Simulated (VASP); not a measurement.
# ZnO (P6_3mc) in VASP: notebook, part 2 of 2

VASP 6.6.1. The steps go on from the part before.

### 4 Single point, PBE

This run uses another cell than the first one, of 11.47 Å³/atom, 1.016 times its volume.

File INCAR:

```
PREC = Accurate ; ENCUT = 520
EDIFF = 1E-6 ; ISMEAR = 0
SIGMA = 0.02 ; LREAL = F
LASPH = T ; NELM = 60
ALGO = Normal ; ISIF = 2
LWAVE = F ; LCHARG = F
GGA = PE ; NBANDS = 26
```

File KPOINTS:

```
Automatic mesh
0
Gamma
  12 12 6
```

File POSCAR:

```
ZnO
1.0
    3.0826273096      0.0000000000      0.0000000000
   -1.5413136548      2.6696335605      0.0000000000
    0.0000000000      0.0000000000      5.5731293216
Zn O
2 2
Direct
    0.6666666667      0.3333333333      0.5145362591
    0.3333333333      0.6666666667      0.0145362591
    0.6666666667      0.3333333333      0.8657737409
    0.3333333333      0.6666666667      0.3657737409
```

Potentials or basis: VASP PAW PBE potentials, release 64 (Zn, O).

The run is started by

```bash
cat potpaw_PBE.64/Zn/POTCAR potpaw_PBE.64/O/POTCAR > POTCAR
mpirun -np 1 vasp_std > vasp.out
```

OUTCAR:

```text
PREC = Accurate
   ENCUT = 520
   EDIFF = 1E-6
   ISMEAR = 0
   LREAL = F
   LASPH = T
   NELM = 60
   ISIF = 2
   GGA = PE

 ion  position               nearest neighbor table
   1  0.667  0.333  0.515-   3 1.96   4 1.96   4 1.96   4 1.96
   2  0.333  0.667  0.015-   4 1.96   3 1.96   3 1.96   3 1.96
   3  0.667  0.333  0.866-   1 1.96   2 1.96   2 1.96   2 1.96
   4  0.333  0.667  0.366-   2 1.96   1 1.96   1 1.96   1 1.96

  LATTYP: Found a hexagonal cell.
 ALAT       =     3.0826273096
 C/A-ratio  =     1.8079153793

  Lattice vectors:

 A1 = (   3.0826273096,   0.0000000000,   0.0000000000)
 A2 = (  -1.5413136548,   2.6696335605,   0.0000000000)
 A3 = (   0.0000000000,   0.0000000000,   5.5731293216)

Analysis of symmetry for initial positions (statically):
=====================================================================
 Subroutine PRICEL returns:
 Original cell was already a primitive cell.

 Routine SETGRP: Setting up the symmetry group for a
 hexagonal supercell.

 Subroutine GETGRP returns: Found 12 space group operations
 (whereof  6 operations were pure point group operations)
 out of a pool of 24 trial point group operations.

The static configuration has the point symmetry C_3v.
 The point group associated with its full space group is C_6v.

Analysis of symmetry for dynamics (positions and initial velocities):
=====================================================================
 Subroutine PRICEL returns:
 Original cell was already a primitive cell.

 Routine SETGRP: Setting up the symmetry group for a
 hexagonal supercell.

 Subroutine GETGRP returns: Found 12 space group operations
 (whereof  6 operations were pure point group operations)
 out of a pool of 24 trial point group operations.

The dynamic configuration has the point symmetry C_3v.
 The point group associated with its full space group is C_6v.

 Subroutine INISYM returns: Found 12 space group operations
 (whereof  6 operations are pure point group operations),
[... 113 lines left out ...]
   EMIN   =  10.00;   EMAX   =-10.00  energy-range for DOS
   EFERMI =   0.00;   METHOD = LEGACY
   ISMEAR =     0;   SIGMA  =   0.02  broadening in eV -4-tet -1-fermi 0-gaus
   EFERMI_NEDOS =   21; number of points for ismear=-14 and -15
   IALGO  =     38    algorithm
   IMIX   =      4    mixing-type and parameters
     AMIX     =   0.40;   BMIX     =  1.00
     AMIX_MAG =   1.60;   BMIX_MAG =  1.00
  volume/ion in A,a.u.               =      11.47        77.38
  Fermi-wavevector in a.u.,A,eV,Ry     =   1.510144  2.853759 31.028566  2.280535
  Thomas-Fermi vector in A             =   2.620373
   LORBIT       =      0    0 simple, 1 ext, 2 COOP (PROOUT), +10 PAW based schemes
   GGA     = PE    functional components
   LHFCALC =     F    Hartree Fock is set to
   AEXX    =    0.0000 exact exchange contribution
   IVDW    =     0    specifies the selected vdW correction
   LEPSILON=     F    determine dielectric tensor
   LRPA    =     F    only Hartree local field effects (RPA)
 non-spin polarized calculation
 Gauss-broadening in eV      SIGMA  =   0.02
  energy-cutoff  :      520.00
  volume of cell :       45.86
 maximum number of plane-waves:      1254
 NGX is ok and might be reduce to    24
   NGX = 11   NGY = 11   NGZ = 21

 number of electron      36.0000023 magnetization

 Free energy of the ion-electron system (eV)
  ---------------------------------------------------
  ext. energy  EPLUGINS =         0.00000000
  ---------------------------------------------------
  free energy    TOTEN  =       -17.59419239 eV

  energy without entropy =      -17.59419239  energy(sigma->0) =      -17.59419239

 E-fermi :   1.7178     XC(G=0): -11.1419

 val. band max:        1.5829784934   @ k =   0.0000   0.0000   0.0000
 cond. band min:       2.1787190153   @ k =   0.0000   0.0000   0.0000
 fundamental gap:      0.5957405219
 Fermi energy:         1.7178044232

 k-point     1 :       0.0000    0.0000    0.0000
  band No.  band energies     occupation
      1     -16.7977      2.00000
      2     -16.1568      2.00000
      3      -4.8450      2.00000
      4      -4.6069      2.00000
      5      -4.2178      2.00000
      6      -4.2178      2.00000
[... 685 lines left out ...]
     25      15.1402      0.00000
     26      16.1157      0.00000

 [... further k-points ...]
[... 5 lines left out ...]
  --------------------------------------------------------------------------------------
  -------------------------------------------------------------------------------------
  Total        4.1917460      4.1917460      0.3088831      0.0000000      0.0000000      0.0000000
  in kB      146.4312427    146.4312427     10.7902843      0.0000000      0.0000000      0.0000000
  external PRESSURE =     101.2175899 kB  Pullay stress =       0.0000000 kB

 VOLUME and BASIS-vectors are now :
 -----------------------------------------------------------------------------
  energy-cutoff  :      520.00
  volume of cell :       45.86
      direct lattice vectors                 reciprocal lattice vectors
     3.082627310  0.000000000  0.000000000     0.324398605  0.187291622  0.000000000
    -1.541313655  2.669633560  0.000000000     0.000000000  0.374583244  0.000000000
     0.000000000  0.000000000  5.573129322     0.000000000  0.000000000  0.179432405

 POSITION                                       TOTAL-FORCE (eV/Angst)
 -----------------------------------------------------------------------------------
      1.54131      0.88988      2.86758         0.000000     -0.000000      0.024182
     -0.00000      1.77976      0.08101        -0.000000      0.000000      0.024182
      1.54131      0.88988      4.82507         0.000000     -0.000000     -0.024182
     -0.00000      1.77976      2.03850        -0.000000      0.000000     -0.024182
 -----------------------------------------------------------------------------------
    total drift:                                0.000000      0.000000     -0.005468

  FREE ENERGIE OF THE ION-ELECTRON SYSTEM (eV)
  ---------------------------------------------------
  free  energy   TOTEN  =       -17.5941923932 eV

  energy  without entropy=      -17.5941923932  energy(sigma->0) =      -17.59419239
```

OSZICAR:

```text
N       E                     dE             d eps       ncg     rms          rms(c)
DAV:   1     0.295358559099E+03    0.29536E+03   -0.18225E+04  4040   0.205E+03
DAV:   2     0.105869926306E+02   -0.28477E+03   -0.26687E+03  4128   0.414E+02
DAV:   3    -0.203149037262E+02   -0.30902E+02   -0.30469E+02  4404   0.139E+02
DAV:   4    -0.208918059955E+02   -0.57690E+00   -0.57567E+00  4378   0.194E+01
DAV:   5    -0.208946179370E+02   -0.28119E-02   -0.28117E-02  4434   0.140E+00    0.153E+01
DAV:   6    -0.174177138206E+02    0.34769E+01   -0.66629E+00  6302   0.626E+01    0.952E+00
DAV:   7    -0.176381238953E+02   -0.22041E+00   -0.30538E+00  4060   0.170E+01    0.563E+00
DAV:   8    -0.176448173532E+02   -0.66935E-02   -0.53071E-01  5934   0.741E+00    0.171E+00
DAV:   9    -0.175915148433E+02    0.53303E-01   -0.10598E-01  5934   0.636E+00    0.318E-01
DAV:  10    -0.175941031127E+02   -0.25883E-02   -0.39003E-02  4026   0.133E+00    0.123E-01
DAV:  11    -0.175941500972E+02   -0.46984E-04   -0.54859E-04  4284   0.211E-01    0.273E-02
DAV:  12    -0.175941924535E+02   -0.42356E-04   -0.38875E-05  4226   0.505E-02    0.229E-02
DAV:  13    -0.175941923932E+02    0.60321E-07   -0.66640E-06  4466   0.210E-02
   1 F= -.17594192E+02 E0= -.17594192E+02  d E =-.478728E-24
```

Run time: 57 s. Hardware: 1 thread of Intel Xeon 6975P-C, shared host; peak memory 0.21 GiB.

Results:

| Quantity | Value |
| --- | --- |
| Free energy | -17.5942 eV |
| Pressure | 10.1 GPa |
| Largest force | 0.024 eV/Å |
| Band gap on the k mesh | 0.60 eV, direct |

Forces on the atoms (eV/Å):
```
Zn   0.000  0.000  0.024
Zn   0.000  0.000  0.024
O    0.000  0.000 -0.024
O    0.000  0.000 -0.024
```

Levels at points of the mesh, in eV from the valence-band top:
```csv
k point,band 14,band 15,band 16,band 17,band 18,band 19,band 20,band 21,band 22,band 23
"(0.00, 0.00, 0.00)",-0.79,-0.79,-0.37,0.00,0.00,0.60,5.82,7.42,12.42,14.25
"(0.50, 0.00, 0.00)",-3.35,-3.00,-2.09,-1.75,-0.66,5.88,6.66,6.85,9.12,10.37
"(0.00, 0.00, 0.50)",-2.76,-0.39,-0.39,-0.39,-0.39,3.34,3.34,9.71,9.71,14.58
"(0.50, 0.00, 0.50)",-3.84,-1.89,-1.89,-1.34,-1.34,5.38,5.38,8.56,8.56,11.65
```

A hybrid or GW would open this gap; PBE tends to underestimate it.
